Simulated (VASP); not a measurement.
# RePd (P-6m2) in VASP: notebook

RePd is run at these levels: PBE; tasks: single point, relaxation of cell and atoms.

Program: VASP 6.6.1. These are calculated values, not measurements. Logs are shortened: lines on timing, memory, paths and dates and some standing lists are left out, and cuts for length are marked.

## 1. The cell of the first run

It takes space group P-6m2 (No. 187, hexagonal). The conventional cell has a = 2.747 Å, b = 2.747 Å, c = 4.548 Å, α = 90.00°, β = 90.00°, γ = 120.00°. Within 3.6 Å of Re (site symmetry -6m2) lie 6 Re at 2.75 Å and 6 Pd at 2.77 Å. Within 3.6 Å of Pd (site symmetry -6m2) lie 6 Pd at 2.75 Å and 6 Re at 2.77 Å.

## 2. Single point, PBE

INCAR reads:

```
SYSTEM = RePd
PREC     = Accurate       ! precision mode
ENCUT    = 520            ! plane-wave cutoff, eV
EDIFF    = 1E-6           ! SCF threshold, eV
ISMEAR   = 0              ! smearing method
SIGMA    = 0.1            ! smearing width, eV
LREAL    = .FALSE.        ! projectors in reciprocal space
LASPH    = .TRUE.         ! aspherical terms in the spheres
NELM     = 60             ! most SCF steps
ALGO     = Fast           ! electronic algorithm
ISIF     = 2              ! what is computed and relaxed
LWAVE    = .FALSE.        ! write WAVECAR
LCHARG   = .FALSE.        ! write CHGCAR
GGA      = PE             ! functional
NBANDS   = 16             ! bands
```

KPOINTS reads:

```
regular mesh
0
G
  24 24 12
  0 0 0
```

POSCAR reads:

```
RePd
1.0
    2.7471569296      0.0000000000      0.0000000000
   -1.3735784648      2.3791076892      0.0000000000
    0.0000000000      0.0000000000      4.5478555858
Re Pd
1 1
Direct
    0.0000000000      0.0000000000      0.0000000000
    0.6666666667      0.3333333333      0.5000000000
```

Potentials or basis: VASP PAW PBE potentials, release 64 (Re, Pd).

On the command line:

```sh
$ cat potpaw_PBE.64/Re/POTCAR potpaw_PBE.64/Pd/POTCAR > POTCAR
$ mpirun -np 1 vasp_std > vasp.out
```

OUTCAR:

```text
SYSTEM = RePd
   PREC = Accurate
   ENCUT = 520
   EDIFF = 1E-6
   ISMEAR = 0
   LREAL = .FALSE.
   LASPH = .TRUE.
   NELM = 60
   ISIF = 2
   GGA = PE

 ion  position               nearest neighbor table
   1  0.000  0.000  0.000-   2 2.77   2 2.77   2 2.77   2 2.77   2 2.77   2 2.77
   2  0.667  0.333  0.500-   1 2.77   1 2.77   1 2.77   1 2.77   1 2.77   1 2.77

  LATTYP: Found a hexagonal cell.
 ALAT       =     2.7471569296
 C/A-ratio  =     1.6554771723

  Lattice vectors:

 A1 = (   2.7471569296,   0.0000000000,   0.0000000000)
 A2 = (  -1.3735784648,   2.3791076892,   0.0000000000)
 A3 = (   0.0000000000,   0.0000000000,   4.5478555858)

Analysis of symmetry for initial positions (statically):
=====================================================================
 Subroutine PRICEL returns:
 Original cell was already a primitive cell.

 Routine SETGRP: Setting up the symmetry group for a
 hexagonal supercell.

 Subroutine GETGRP returns: Found 12 space group operations
 (whereof 12 operations were pure point group operations)
 out of a pool of 24 trial point group operations.

The static configuration has the point symmetry D_3h.

Analysis of symmetry for dynamics (positions and initial velocities):
=====================================================================
 Subroutine PRICEL returns:
 Original cell was already a primitive cell.

 Routine SETGRP: Setting up the symmetry group for a
 hexagonal supercell.

 Subroutine GETGRP returns: Found 12 space group operations
 (whereof 12 operations were pure point group operations)
 out of a pool of 24 trial point group operations.

The dynamic configuration has the point symmetry D_3h.

 Subroutine INISYM returns: Found 12 space group operations
 (whereof 12 operations are pure point group operations),
 and found     1 'primitive' translations

----------------------------------------------------------------------------------------

                                     Primitive cell

  volume of cell :      29.7238

  direct lattice vectors                    reciprocal lattice vectors
     2.747156930  0.000000000  0.000000000     0.364012696  0.210162828  0.000000000
    -1.373578465  2.379107689  0.000000000     0.000000000  0.420325656  0.000000000
     0.000000000  0.000000000  4.547855586     0.000000000  0.000000000  0.219883851

  length of vectors
     2.747156930  2.747156930  4.547855586     0.420325656  0.420325656  0.219883851

  position of ions in fractional coordinates (direct lattice)
     0.000000000  0.000000000  0.000000000
     0.666666667  0.333333333  0.500000000

  ion indices of the primitive-cell ions
   primitive index   ion index
                 1           1
                 2           2

----------------------------------------------------------------------------------------

 KPOINTS: regular mesh

Automatic generation of k-mesh.
 Grid dimensions read from file:
 generate k-points for:   24   24   12

 Generating k-lattice:

  Cartesian coordinates                     Fractional coordinates (reciprocal lattice)
     0.015167196  0.008756784  0.000000000     0.041666667  0.000000000  0.000000000
     0.000000000  0.017513569  0.000000000     0.000000000  0.041666667  0.000000000
     0.000000000  0.000000000  0.018323654     0.000000000  0.000000000  0.083333333

  Length of vectors
     0.017513569  0.017513569  0.018323654

  Shift w.r.t. Gamma in fractional coordinates (k-lattice)
     0.000000000  0.000000000  0.000000000

 Subroutine IBZKPT returns following result:
 ===========================================

 Found    427 irreducible k-points:

 Following reciprocal coordinates:
            Coordinates               Weight
  0.000000  0.000000  0.000000      1.000000
  0.041667  0.000000  0.000000      6.000000
  0.083333 -0.000000  0.000000      6.000000
  0.125000  0.000000  0.000000      6.000000
  0.166667  0.000000  0.000000      6.000000
  0.208333 -0.000000  0.000000      6.000000
[... 16 lines left out ...]
  0.416667  0.041667  0.000000     12.000000
  0.458333  0.041667  0.000000     12.000000
 [... further k-points ...]
   k-points           NKPTS =    427   k-points in BZ     NKDIM =    427   number of bands    NBANDS=     16
   number of dos      NEDOS =    301   number of ions     NIONS =      2
   total plane-waves  NPLWV =  14400
   dimension x,y,z NGX =    20 NGY =   20 NGZ =   36
   dimension x,y,z NGXF=    40 NGYF=   40 NGZF=   72
   ions per type =               1   1
   NGX,Y,Z   is equivalent  to a cutoff of  12.10, 12.10, 13.16 a.u.
   NGXF,Y,Z  is equivalent  to a cutoff of  24.21, 24.21, 26.32 a.u.
 SYSTEM =  RePd
   PREC   = accura    normal or accurate (medium, high low for compatibility)
   ISTART =      0    job   : 0-new  1-cont  2-samecut
   ICHARG =      2    charge: 1-file 2-atom 10-const
   ISPIN  =      1    spin polarized calculation?
   LNONCOLLINEAR =      F non collinear calculations
   LSORBIT =      F    spin-orbit coupling
   LASPH  =      T    aspherical Exc in radial PAW
   ENCUT  =  520.0 eV  38.22 Ry    6.18 a.u.   5.11  5.11  8.46*2*pi/ulx,y,z
   NELM   =     60;   NELMIN=  2; NELMDL= -5     # of ELM steps
   EDIFF  = 0.1E-05   stopping-criterion for ELM
   LREAL  =      F    real-space projection
   EDIFFG = 0.1E-04   stopping-criterion for IOM
   NSW    =      0    number of steps for IOM
   IBRION =     -1    ionic relax: 0-MD 1-quasi-New 2-CG
   NFREE  =      0    steps in history (QN), initial steepest desc. (CG)
   ISIF   =      2    stress and relaxation
   ISYM   =      2    0-nonsym 1-usesym 2-fastsym
   POTIM  = 0.5000    time-step for ionic-motion
   TEBEG  =    0.0;   TEEND  =   0.0 temperature during run
   PSTRESS=    0.0 pullay stress
   NELECT =      17.0000    total number of electrons
   NUPDOWN=      -1.0000    fix difference up-down
   EMIN   =  10.00;   EMAX   =-10.00  energy-range for DOS
   EFERMI =   0.00;   METHOD = LEGACY
   ISMEAR =     0;   SIGMA  =   0.10  broadening in eV -4-tet -1-fermi 0-gaus
   EFERMI_NEDOS =   21; number of points for ismear=-14 and -15
   IALGO  =     68    algorithm
   IMIX   =      4    mixing-type and parameters
     AMIX     =   0.40;   BMIX     =  1.00
     AMIX_MAG =   1.60;   BMIX_MAG =  1.00
  volume/ion in A,a.u.               =      14.86       100.29
  Fermi-wavevector in a.u.,A,eV,Ry     =   1.358907  2.567962 25.124901  1.846628
  Thomas-Fermi vector in A             =   2.485700
   LORBIT       =      0    0 simple, 1 ext, 2 COOP (PROOUT), +10 PAW based schemes
   GGA     = PE    functional components
   LHFCALC =     F    Hartree Fock is set to
   AEXX    =    0.0000 exact exchange contribution
   IVDW    =     0    specifies the selected vdW correction
   LEPSILON=     F    determine dielectric tensor
   LRPA    =     F    only Hartree local field effects (RPA)
 non-spin polarized calculation
 RMM-DIIS sequential band-by-band and
 Gauss-broadening in eV      SIGMA  =   0.10
  energy-cutoff  :      520.00
  volume of cell :       29.72
 maximum number of plane-waves:       814
   NGX = 11   NGY = 11   NGZ = 17

 number of electron      17.0000001 magnetization

 Free energy of the ion-electron system (eV)
  ---------------------------------------------------
  ext. energy  EPLUGINS =         0.00000000
  ---------------------------------------------------
  free energy    TOTEN  =       -17.39332757 eV

  energy without entropy =      -17.38334929  energy(sigma->0) =      -17.38833843

 E-fermi :   9.3019     XC(G=0): -13.4487

 val. band max:        9.2970003727   @ k =   0.1667   0.0833   0.5000
 cond. band min:       9.3039889487   @ k =   0.4167   0.0833   0.2500
 fundamental gap:      0.0069885761
 Fermi energy:         9.3019136653

 k-point     1 :       0.0000    0.0000    0.0000
  band No.  band energies     occupation
      1       0.1277      2.00000
      2       2.9245      2.00000
      3       5.9033      2.00000
      4       5.9033      2.00000
      5       6.0634      2.00000
      6       6.9672      2.00000
[... 8 lines left out ...]
     15      26.1236      0.00000
     16      27.5651      0.00000

 k-point     2 :       0.0417    0.0000    0.0000
  band No.  band energies     occupation
      1       0.1949      2.00000
      2       2.9749      2.00000
      3       5.8252      2.00000
      4       5.9408      2.00000
      5       6.1391      2.00000
      6       6.8928      2.00000
[... 8 lines left out ...]
     15      26.2129      0.00000
     16      27.6009      0.00000

 k-point     3 :       0.0833   -0.0000    0.0000
  band No.  band energies     occupation
      1       0.3927      2.00000
      2       3.1203      2.00000
      3       5.6868      2.00000
      4       6.0517      2.00000
      5       6.2717      2.00000
      6       6.6740      2.00000
[... 8 lines left out ...]
     15      26.4641      0.00000
     16      27.6081      0.00000

 k-point     4 :       0.1250    0.0000    0.0000
  band No.  band energies     occupation
      1       0.7100      2.00000
      2       3.3402      2.00000
      3       5.5321      2.00000
      4       6.2317      2.00000
      5       6.3321      2.00000
      6       6.4154      2.00000
[... 8 lines left out ...]
     15      26.7993      0.00000
     16      27.2933      0.00000

 k-point     5 :       0.1667    0.0000    0.0000
  band No.  band energies     occupation
      1       1.1270      2.00000
      2       3.5916      2.00000
      3       5.3929      2.00000
      4       5.9111      2.00000
      5       6.4735      2.00000
      6       6.5139      2.00000
[... 8 lines left out ...]
     15      26.8792      0.00000
     16      27.1778      0.00000

 k-point     6 :       0.2083   -0.0000    0.0000
  band No.  band energies     occupation
      1       1.6130      2.00000
      2       3.7973      2.00000
      3       5.3282      2.00000
      4       5.4621      2.00000
      5       6.5006      2.00000
      6       6.5538      2.00000
[... 8 lines left out ...]
     15      26.3061      0.00000
     16      26.6759      0.00000
[... 267 lines left out ...]
 k-point    21 :       0.3333    0.0417    0.0000
  band No.  band energies     occupation
      1       3.1321      2.00000
      2       3.6610      2.00000
      3       4.1374      2.00000
      4       5.9155      2.00000
      5       6.0725      2.00000
      6       6.7034      2.00000
[... 8 lines left out ...]
     15      23.0419      0.00000
     16      24.2621      0.00000

 k-point    22 :       0.3750    0.0417    0.0000
  band No.  band energies     occupation
      1       3.2515      2.00000
      2       3.5826      2.00000
      3       3.9004      2.00000
      4       5.9921      2.00000
      5       6.1696      2.00000
      6       6.7467      2.00000
[... 8 lines left out ...]
     15      22.2771      0.00000
     16      23.9399      0.00000

 k-point    23 :       0.4167    0.0417    0.0000
  band No.  band energies     occupation
      1       3.2451      2.00000
      2       3.5687      2.00000
      3       3.7393      2.00000
      4       5.9377      2.00000
      5       6.3650      2.00000
      6       6.6531      2.00000
[... 8 lines left out ...]
     15      21.6564      0.00000
     16      23.2098      0.00000

 k-point    24 :       0.4583    0.0417    0.0000
  band No.  band energies     occupation
      1       3.2174      2.00000
      2       3.5712      2.00000
      3       3.6578      2.00000
      4       5.9103      2.00000
      5       6.4680      2.00000
      6       6.6052      2.00000
[... 8 lines left out ...]
     15      21.2445      0.00000
     16      22.3788      0.00000

 [... further k-points ...]

------------------------ aborting loop because EDIFF is reached ----------------------------------------

  FORCE on cell =-STRESS in cart. coord.  units (eV):
  Direction    XX          YY          ZZ          XY          YZ          ZX
  --------------------------------------------------------------------------------------
  -------------------------------------------------------------------------------------
  Total       -0.1160994     -0.1160994     -0.0826962     -0.0000000     -0.0000000      0.0000000
  in kB       -6.2580107     -6.2580107     -4.4575057     -0.0000000     -0.0000000      0.0000000
  external PRESSURE =      -5.6578424 kB  Pullay stress =       0.0000000 kB

 VOLUME and BASIS-vectors are now :
 -----------------------------------------------------------------------------
  energy-cutoff  :      520.00
  volume of cell :       29.72
      direct lattice vectors                 reciprocal lattice vectors
     2.747156930  0.000000000  0.000000000     0.364012696  0.210162828  0.000000000
    -1.373578465  2.379107689  0.000000000     0.000000000  0.420325656  0.000000000
     0.000000000  0.000000000  4.547855586     0.000000000  0.000000000  0.219883851

 POSITION                                       TOTAL-FORCE (eV/Angst)
 -----------------------------------------------------------------------------------
      0.00000      0.00000      0.00000         0.000000     -0.000000      0.000000
      1.37358      0.79304      2.27393        -0.000000      0.000000      0.000000
 -----------------------------------------------------------------------------------
    total drift:                                0.000000     -0.000000      0.000000

  FREE ENERGIE OF THE ION-ELECTRON SYSTEM (eV)
  ---------------------------------------------------
  free  energy   TOTEN  =       -17.3933275687 eV

  energy  without entropy=      -17.3833492943  energy(sigma->0) =      -17.38833843
```

Wall time 79 s (1 thread of AMD EPYC 9R45 (Zen 5), shared host); peak memory 0.3 GiB.

Results:

- Free energy: -17.3933 eV
- Pressure: -0.6 GPa
- Band gap on the k mesh: zero (an odd number of electrons rules out a gap without spin polarisation)

Levels at points of the mesh, in eV from the Fermi level:
```tsv
k point	band 4	band 5	band 6	band 7	band 8	band 9	band 10	band 11	band 12	band 13
(0.00, 0.00, 0.00)	-3.40	-3.24	-2.33	-2.33	-1.39	-1.39	-0.10	1.78	1.78	7.75
(0.50, 0.00, 0.00)	-3.36	-2.81	-2.72	-1.78	-0.73	1.67	2.60	3.98	6.15	9.30
(0.00, 0.00, 0.50)	-3.51	-3.51	-2.81	-2.72	-2.72	-0.67	-0.67	1.72	1.72	12.87
(0.50, 0.00, 0.50)	-4.64	-2.65	-0.99	-0.78	0.27	0.47	2.13	2.87	3.99	8.67
```

Caveat: spin-orbit coupling is left out, which moves the levels of the heavy elements.

## 3. Relaxation of cell and atoms, PBE

INCAR reads:

```
SYSTEM = RePd
PREC     = Accurate       ! precision mode
ENCUT    = 600            ! plane-wave cutoff, eV
EDIFF    = 1E-6           ! SCF threshold, eV
ISMEAR   = 0              ! smearing method
SIGMA    = 0.1            ! smearing width, eV
LREAL    = .False.        ! projectors in reciprocal space
LASPH    = .True.         ! aspherical terms in the spheres
NELM     = 60             ! most SCF steps
ALGO     = Fast           ! electronic algorithm
ISIF     = 3              ! what is computed and relaxed
LWAVE    = .False.        ! write WAVECAR
LCHARG   = .False.        ! write CHGCAR
GGA      = PE             ! functional
IBRION   = 2              ! ionic algorithm
NSW      = 100            ! ionic steps
EDIFFG   = -0.01          ! ionic threshold
```

KPOINTS reads:

```
Automatic mesh
0
Gamma
  24 24 12
  0 0 0
```

POSCAR reads:

```
RePd
1.0
    2.7562665403      0.0000000000      0.0000000000
   -1.3781332701      2.3869968435      0.0000000000
    0.0000000000      0.0000000000      4.5138291115
Re Pd
1 1
Direct
    0.0000000000      0.0000000000      0.0000000000
    0.6666666667      0.3333333333      0.5000000000
```

Potentials or basis: VASP PAW PBE potentials, release 64 (Re, Pd).

On the command line:

```sh
$ cat potpaw_PBE.64/Re/POTCAR potpaw_PBE.64/Pd/POTCAR > POTCAR
$ mpirun -np 1 vasp_std > vasp.out
```

Run time: 4.8 min. Hardware: 1 thread of AMD EPYC 9R45 (Zen 5), shared host; peak memory 0.34 GiB.

Results (log left out):

| Item | Value |
| --- | --- |
| Free energy | -17.3948 eV |
| Relaxed volume | 14.83 Å³/atom |
| Relaxed cell | a = 2.745 Å, b = 2.745 Å, c = 4.546 Å, α = 90.00°, β = 90.00°, γ = 120.00° |
| Space group after relaxing (to 0.1 Å) | P-6m2 (No. 187) |
| Energy gained by relaxing | 1.4 meV/atom |
| Ionic steps | 5 |
| Pressure after relaxing | 0.0 GPa |
| Band gap on the k mesh | zero (an odd number of electrons rules out a gap without spin polarisation) |

Step by step:
```csv
step,energy change (eV),largest force (eV/Å),pressure (GPa),volume (Å³)
1,0.0000,0.0000,-0.43,29.70
2,-0.0012,0.0000,1.54,29.52
3,-0.0026,0.0000,0.63,29.60
4,-0.0021,0.0000,-1.28,29.81
5,-0.0028,0.0000,-0.01,29.67
```

Final structure:
```
CELL_PARAMETERS angstrom
2.74512 0.00000 0.00000
-1.37256 2.37734 0.00000
0.00000 0.00000 4.54617
ATOMIC_POSITIONS crystal
Re 0.00000 0.00000 0.00000
Pd 0.66667 0.33333 0.50000
```

Levels at points of the mesh, in eV from the Fermi level:
| k point | band 4 | band 5 | band 6 | band 7 | band 8 | band 9 | band 10 | band 11 | band 12 |
| --- | --- | --- | --- | --- | --- | --- | --- | --- | --- |
| (0.00, 0.00, 0.00) | -3.41 | -3.25 | -2.34 | -2.34 | -1.39 | -1.39 | -0.10 | 1.79 | 1.79 |
| (0.50, 0.00, 0.00) | -3.37 | -2.82 | -2.73 | -1.79 | -0.73 | 1.68 | 2.61 | 4.00 | 6.16 |
| (0.00, 0.00, 0.50) | -3.52 | -3.52 | -2.82 | -2.73 | -2.73 | -0.67 | -0.67 | 1.73 | 1.73 |
| (0.50, 0.00, 0.50) | -4.66 | -2.66 | -0.99 | -0.78 | 0.27 | 0.47 | 2.13 | 2.87 | 4.01 |

Caveat: spin-orbit coupling is left out, which moves the levels of the heavy elements.
